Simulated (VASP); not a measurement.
# CoO (R-3m) in VASP: single point with r2SCAN+U

Aim: the single point of CoO with r2SCAN+U.

Everything below comes from runs of VASP 6.6.1. Logs are shortened: lines on timing, memory, paths and dates and some standing lists are left out, and cuts for length are marked.

## 1. The cell of the first run

It takes space group R-3m (No. 166, trigonal). Conventional cell: a = 2.970 Å, b = 2.970 Å, c = 7.221 Å, α = 90.00°, β = 90.00°, γ = 120.00°. Within 2.8 Å of Co (site symmetry -3m) lie 6 O at 2.10 Å. O (site symmetry -3m) has 6 Co at 2.10 Å within 2.8 Å.

## 2. Single point, r2SCAN+U

POSCAR reads:

```
CoO
1.0
    1.4851228673      0.8574360872      2.4069508786
   -1.4851228673      0.8574360872      2.4069508786
    0.0000000000     -1.7148721744      2.4069508786
Co O
1 1
Direct
    0.0000000000      0.0000000000      0.0000000000
    0.5000000000      0.5000000000      0.5000000000
```

INCAR.step1 reads:

```
SYSTEM = CoO
PREC     = Accurate       ! precision mode
ENCUT    = 520            ! plane-wave cutoff, eV
ISMEAR   = 0              ! smearing method
SIGMA    = 0.02           ! smearing width, eV
LREAL    = .False.        ! projectors in reciprocal space
LASPH    = .True.         ! aspherical terms in the spheres
NELM     = 150            ! most SCF steps
LMAXMIX  = 4              ! l up to which the mixer works
LDAU     = .True.         ! DFT+U
LDAUTYPE = 2            
LDAUL    = 2 -1           ! shell
LDAUU    = 3.32 0         ! U, eV
LDAUJ    = 0 0          
NBANDS   = 14             ! bands
GGA      = PE             ! functional
ALGO     = Normal         ! electronic algorithm
EDIFF    = 1E-4           ! SCF threshold, eV
LWAVE    = .True.         ! write WAVECAR
LCHARG   = .False.        ! write CHGCAR
```

INCAR.step2 reads:

```
SYSTEM = CoO
PREC     = Accurate       ! precision mode
ENCUT    = 520            ! plane-wave cutoff, eV
EDIFF    = 1E-6           ! SCF threshold, eV
ISMEAR   = 0              ! smearing method
SIGMA    = 0.02           ! smearing width, eV
LREAL    = .False.        ! projectors in reciprocal space
LASPH    = .True.         ! aspherical terms in the spheres
NELM     = 150            ! most SCF steps
ALGO     = Normal         ! electronic algorithm
ISIF     = 2              ! what is computed and relaxed
LWAVE    = .False.        ! write WAVECAR
LCHARG   = .False.        ! write CHGCAR
LMAXMIX  = 4              ! l up to which the mixer works
LDAU     = .True.         ! DFT+U
LDAUTYPE = 2            
LDAUL    = 2 -1           ! shell
LDAUU    = 3.32 0         ! U, eV
LDAUJ    = 0 0          
LDAUPRINT= 1            
METAGGA  = R2SCAN         ! meta-GGA
LMIXTAU  = .True.       
NBANDS   = 14             ! bands
ISTART   = 1
```

KPOINTS reads:

```
regular mesh
0
Gamma
  12 12 12
  0 0 0
```

Potentials or basis: VASP PAW PBE potentials, release 64 (Co, O).

Launch:

```console
> cat potpaw_PBE.64/Co/POTCAR potpaw_PBE.64/O/POTCAR > POTCAR
> cp INCAR.step1 INCAR
> mpirun -np 1 vasp_std > vasp.out
> cp INCAR.step2 INCAR
> mpirun -np 1 vasp_std > vasp.out
```

OUTCAR:

```text
SYSTEM = CoO
   PREC = Accurate
   ENCUT = 520
   EDIFF = 1E-6
   ISMEAR = 0
   LREAL = .False.
   LASPH = .True.
   NELM = 150
   ISIF = 2
   METAGGA = R2SCAN
   ISTART = 1

 ion  position               nearest neighbor table
   1  0.000  0.000  0.000-   2 2.10   2 2.10   2 2.10   2 2.10   2 2.10   2 2.10
   2  0.500  0.500  0.500-   1 2.10   1 2.10   1 2.10   1 2.10   1 2.10   1 2.10

  LATTYP: Found a trigonal (rhomboedric) cell.
 ALAT       =     2.9553678462
 COS(alpha) =     0.4949531367

  Lattice vectors:

 A1 = (   1.4851228673,   0.8574360872,   2.4069508786)
 A2 = (  -1.4851228673,   0.8574360872,   2.4069508786)
 A3 = (   0.0000000000,  -1.7148721744,   2.4069508786)

Analysis of symmetry for initial positions (statically):
=====================================================================
 Subroutine PRICEL returns:
 Original cell was already a primitive cell.

 Routine SETGRP: Setting up the symmetry group for a
 trigonal (rhombohedral) supercell.

 Subroutine GETGRP returns: Found 12 space group operations
 (whereof 12 operations were pure point group operations)
 out of a pool of 12 trial point group operations.

The static configuration has the point symmetry D_3d.

Analysis of symmetry for dynamics (positions and initial velocities):
=====================================================================
 Subroutine PRICEL returns:
 Original cell was already a primitive cell.

 Routine SETGRP: Setting up the symmetry group for a
 trigonal (rhombohedral) supercell.

 Subroutine GETGRP returns: Found 12 space group operations
 (whereof 12 operations were pure point group operations)
 out of a pool of 12 trial point group operations.

The dynamic configuration has the point symmetry D_3d.

 Subroutine INISYM returns: Found 12 space group operations
 (whereof 12 operations are pure point group operations),
 and found     1 'primitive' translations

----------------------------------------------------------------------------------------

                                     Primitive cell

  volume of cell :      18.3900

  direct lattice vectors                    reciprocal lattice vectors
     1.485122867  0.857436087  2.406950879     0.336672481  0.194377947  0.138487801
    -1.485122867  0.857436087  2.406950879    -0.336672481  0.194377947  0.138487801
     0.000000000 -1.714872174  2.406950879     0.000000000 -0.388755895  0.138487801

  length of vectors
     2.955367846  2.955367846  2.955367846     0.412686342  0.412686342  0.412686342

  position of ions in fractional coordinates (direct lattice)
     0.000000000  0.000000000  0.000000000
     0.500000000  0.500000000  0.500000000

  ion indices of the primitive-cell ions
   primitive index   ion index
                 1           1
                 2           2

----------------------------------------------------------------------------------------

 KPOINTS: regular mesh

Automatic generation of k-mesh.
 Grid dimensions read from file:
 generate k-points for:   12   12   12

 Generating k-lattice:

  Cartesian coordinates                     Fractional coordinates (reciprocal lattice)
     0.028056040  0.016198162  0.011540650     0.083333333  0.000000000  0.000000000
    -0.028056040  0.016198162  0.011540650     0.000000000  0.083333333  0.000000000
     0.000000000 -0.032396325  0.011540650     0.000000000  0.000000000  0.083333333

  Length of vectors
     0.034390528  0.034390528  0.034390528

  Shift w.r.t. Gamma in fractional coordinates (k-lattice)
     0.000000000  0.000000000  0.000000000

 Subroutine IBZKPT returns following result:
[... 47 lines left out ...]
   ENCUT  =  520.0 eV  38.22 Ry    6.18 a.u.   5.50  5.50  5.50*2*pi/ulx,y,z
   NELM   =    150;   NELMIN=  2; NELMDL=  0     # of ELM steps
   EDIFF  = 0.1E-05   stopping-criterion for ELM
   LREAL  =      F    real-space projection
   EDIFFG = 0.1E-04   stopping-criterion for IOM
   NSW    =      0    number of steps for IOM
   IBRION =     -1    ionic relax: 0-MD 1-quasi-New 2-CG
   NFREE  =      0    steps in history (QN), initial steepest desc. (CG)
   ISIF   =      2    stress and relaxation
   ISYM   =      2    0-nonsym 1-usesym 2-fastsym
   POTIM  = 0.5000    time-step for ionic-motion
   TEBEG  =    0.0;   TEEND  =   0.0 temperature during run
   PSTRESS=    0.0 pullay stress
   NELECT =      15.0000    total number of electrons
   NUPDOWN=      -1.0000    fix difference up-down
   EMIN   =  10.00;   EMAX   =-10.00  energy-range for DOS
   EFERMI =   0.00;   METHOD = LEGACY
   ISMEAR =     0;   SIGMA  =   0.02  broadening in eV -4-tet -1-fermi 0-gaus
   EFERMI_NEDOS =   21; number of points for ismear=-14 and -15
   IALGO  =     38    algorithm
   IMIX   =      4    mixing-type and parameters
     AMIX     =   0.40;   BMIX     =  1.00
     AMIX_MAG =   1.60;   BMIX_MAG =  1.00
  volume/ion in A,a.u.               =       9.20        62.05
  Fermi-wavevector in a.u.,A,eV,Ry     =   1.529599  2.890524 31.833203  2.339674
  Thomas-Fermi vector in A             =   2.637198
   LORBIT       =      0    0 simple, 1 ext, 2 COOP (PROOUT), +10 PAW based schemes
 LDA+U is selected, type is set to LDAUTYPE =  2
   angular momentum for each species LDAUL =     2   -1
   U (eV)           for each species LDAUU =   3.3  0.0
   J (eV)           for each species LDAUJ =   0.0  0.0
   METAGGA = R2SCAN    functional components
   LHFCALC =     F    Hartree Fock is set to
   AEXX    =    0.0000 exact exchange contribution
   IVDW    =     0    specifies the selected vdW correction
   LEPSILON=     F    determine dielectric tensor
   LRPA    =     F    only Hartree local field effects (RPA)
 non-spin polarized calculation
 Gauss-broadening in eV      SIGMA  =   0.02
  energy-cutoff  :      520.00
  volume of cell :       18.39
 maximum number of plane-waves:       531
 NGX is ok and might be reduce to    24
   NGX = 11   NGY = 11   NGZ = 11

atom =   1  type =  1  l = 2

 onsite density matrix

spin component  1

  0.7740  0.0000  0.0000  0.2684  0.0000
  0.0000  0.5869 -0.0000  0.0000  0.2684
  0.0000 -0.0000  0.9645  0.0000 -0.0000
  0.2684  0.0000  0.0000  0.5869  0.0000
  0.0000  0.2684 -0.0000  0.0000  0.7740

spin component  2

  0.7740  0.0000  0.0000  0.2684  0.0000
  0.0000  0.5869 -0.0000  0.0000  0.2684
  0.0000 -0.0000  0.9645  0.0000 -0.0000
  0.2684  0.0000  0.0000  0.5869  0.0000
  0.0000  0.2684 -0.0000  0.0000  0.7740

 occupancies and eigenvectors

  o =  0.3962  v =  0.0000 -0.8153  0.0000  0.0000  0.5791  0.0000  0.0000  0.0000  0.0000  0.0000      0.0000  0.0000  0.0000  0.0000  0.0000  0.0000  0.0000  0.0000  0.0000  0.0000
  o =  0.3962  v =  0.0000  0.0000  0.0000  0.0000  0.0000  0.0000 -0.8153  0.0000  0.0000  0.5791      0.0000  0.0000  0.0000  0.0000  0.0000  0.0000  0.0000  0.0000  0.0000  0.0000
  o =  0.3962  v =  0.0000  0.0000  0.0000  0.0000  0.0000 -0.5791  0.0000  0.0000  0.8153  0.0000      0.0000  0.0000  0.0000  0.0000  0.0000  0.0000  0.0000  0.0000  0.0000  0.0000
  o =  0.3962  v = -0.5791  0.0000  0.0000  0.8153  0.0000  0.0000  0.0000  0.0000  0.0000  0.0000      0.0000  0.0000  0.0000  0.0000  0.0000  0.0000  0.0000  0.0000  0.0000  0.0000
  o =  0.9645  v =  0.0000 -0.0000 -1.0000  0.0000 -0.0000  0.0000  0.0000  0.0000  0.0000  0.0000      0.0000  0.0000  0.0000  0.0000  0.0000  0.0000  0.0000  0.0000  0.0000  0.0000
  o =  0.9645  v =  0.0000  0.0000  0.0000  0.0000  0.0000  0.0000 -0.0000 -1.0000  0.0000 -0.0000      0.0000  0.0000  0.0000  0.0000  0.0000  0.0000  0.0000  0.0000  0.0000  0.0000
  o =  0.9647  v =  0.0000  0.0000  0.0000  0.0000  0.0000  0.0000  0.5791 -0.0000  0.0000  0.8153      0.0000  0.0000  0.0000  0.0000  0.0000  0.0000  0.0000  0.0000  0.0000  0.0000
  o =  0.9647  v =  0.0000  0.5791 -0.0000  0.0000  0.8153  0.0000  0.0000  0.0000  0.0000  0.0000      0.0000  0.0000  0.0000  0.0000  0.0000  0.0000  0.0000  0.0000  0.0000  0.0000
  o =  0.9647  v = -0.8153  0.0000 -0.0000 -0.5791 -0.0000  0.0000  0.0000  0.0000  0.0000  0.0000      0.0000  0.0000  0.0000  0.0000  0.0000  0.0000  0.0000  0.0000  0.0000  0.0000
  o =  0.9647  v =  0.0000  0.0000  0.0000  0.0000  0.0000 -0.8153  0.0000 -0.0000 -0.5791 -0.0000      0.0000  0.0000  0.0000  0.0000  0.0000  0.0000  0.0000  0.0000  0.0000  0.0000

 number of electron      14.9999996 magnetization

 Free energy of the ion-electron system (eV)
  ---------------------------------------------------
  ext. energy  EPLUGINS =         0.00000000
  ---------------------------------------------------
  free energy    TOTEN  =       -18.27082037 eV

  energy without entropy =      -18.27024421  energy(sigma->0) =      -18.27053229

 E-fermi :   8.8938     XC(G=0): -13.4011

 val. band max:        8.8816824260   @ k =   0.4167   0.4167   0.1667
 cond. band min:       8.8961406590   @ k =  -0.2500   0.3333   0.0833
 fundamental gap:      0.0144582330
 Fermi energy:         8.8938346760

 k-point     1 :       0.0000    0.0000    0.0000
  band No.  band energies     occupation
      1     -13.4754      2.00000
      2       4.7145      2.00000
      3       4.7145      2.00000
      4       4.7656      2.00000
      5       4.9189      2.00000
      6       4.9189      2.00000
      7       4.9530      2.00000
      8       7.9011      2.00000
      9       7.9011      2.00000
     10      10.4199      0.00000
     11      26.3667      0.00000
     12      26.9449      0.00000
     13      26.9449      0.00000
     14      27.1571      0.00000
[... 377 lines left out ...]
      1     -12.1723      2.00000
      2       0.0274      2.00000
      3       2.2049      2.00000
      4       2.6787      2.00000
      5       5.8634      2.00000
      6       5.9080      2.00000
      7       6.3124      2.00000
      8       9.6935      0.00000
      9      10.4153      0.00000
     10      15.8853      0.00000
     11      18.8764      0.00000
     12      21.3381      0.00000
     13      24.1063      0.00000
     14      31.0388      0.00000

 [... further k-points ...]

------------------------ aborting loop because EDIFF is reached ----------------------------------------

  FORCE on cell =-STRESS in cart. coord.  units (eV):
  Direction    XX          YY          ZZ          XY          YZ          ZX
  --------------------------------------------------------------------------------------
  -------------------------------------------------------------------------------------
  Total       -2.1528459     -2.1528459     -1.9865917      0.0000000      0.0000000      0.0000000
  in kB     -187.5602980   -187.5602980   -173.0758908      0.0000000      0.0000000      0.0000000
  external PRESSURE =    -182.7321623 kB  Pullay stress =       0.0000000 kB

 VOLUME and BASIS-vectors are now :
 -----------------------------------------------------------------------------
  energy-cutoff  :      520.00
  volume of cell :       18.39
      direct lattice vectors                 reciprocal lattice vectors
     1.485122867  0.857436087  2.406950879     0.336672481  0.194377947  0.138487801
    -1.485122867  0.857436087  2.406950879    -0.336672481  0.194377947  0.138487801
     0.000000000 -1.714872174  2.406950879     0.000000000 -0.388755895  0.138487801

 POSITION                                       TOTAL-FORCE (eV/Angst)
 -----------------------------------------------------------------------------------
      0.00000      0.00000      0.00000         0.000000     -0.000000      0.000000
      0.00000      0.00000      3.61043        -0.000000      0.000000      0.000000
 -----------------------------------------------------------------------------------
    total drift:                               -0.000000      0.000000     -0.000000

  FREE ENERGIE OF THE ION-ELECTRON SYSTEM (eV)
  ---------------------------------------------------
  free  energy   TOTEN  =       -18.2708203726 eV

  energy  without entropy=      -18.2702442080  energy(sigma->0) =      -18.27053229
```

Run time: 2.6 min. Hardware: 1 thread of Intel Xeon 8259CL, shared host; peak memory 0.18 GiB.

What came out:

```yaml
Free_energy: -18.2708 eV
Pressure: -18.3 GPa
Band_gap_on_the_k_mesh: zero (an odd number of electrons rules out a gap without spin polarisation)
```

Stress tensor (GPa, compression positive):
```
-18.76   0.00   0.00
  0.00 -18.76   0.00
  0.00   0.00 -17.31
```

Levels at points of the mesh, in eV from the Fermi level:
```tsv
k point	band 4	band 5	band 6	band 7	band 8	band 9	band 10	band 11
(0.00, 0.00, 0.00)	-4.13	-3.97	-3.97	-3.94	-0.99	-0.99	1.53	17.47
(0.50, 0.00, 0.00)	-6.32	-2.95	-2.92	-2.51	1.69	1.70	5.51	10.25
(0.50, 0.50, 0.00)	-5.38	-4.91	-2.83	-2.83	-0.52	0.01	6.88	10.57
(0.50, 0.50, 0.50)	-6.39	-2.92	-2.92	-2.48	1.71	1.71	5.44	10.37
```

Eigenvalues of the final occupation matrices:
| site | spin | trace | eigenvalues |
| --- | --- | --- | --- |
| site 1 d | 1 | 3.69 | 0.40 0.40 0.96 0.96 0.96 |
| site 1 d | 2 | 3.69 | 0.40 0.40 0.96 0.96 0.96 |

Caveat: the cell stands under tension; the PAW data sets were made with another functional, which shifts forces and pressure a little; an odd number of electrons without spin polarisation forces a metal; a magnetic or distorted state may lie lower; the run has no spin polarisation, though such a crystal can be magnetic; U without spin polarisation on a metal has little footing.
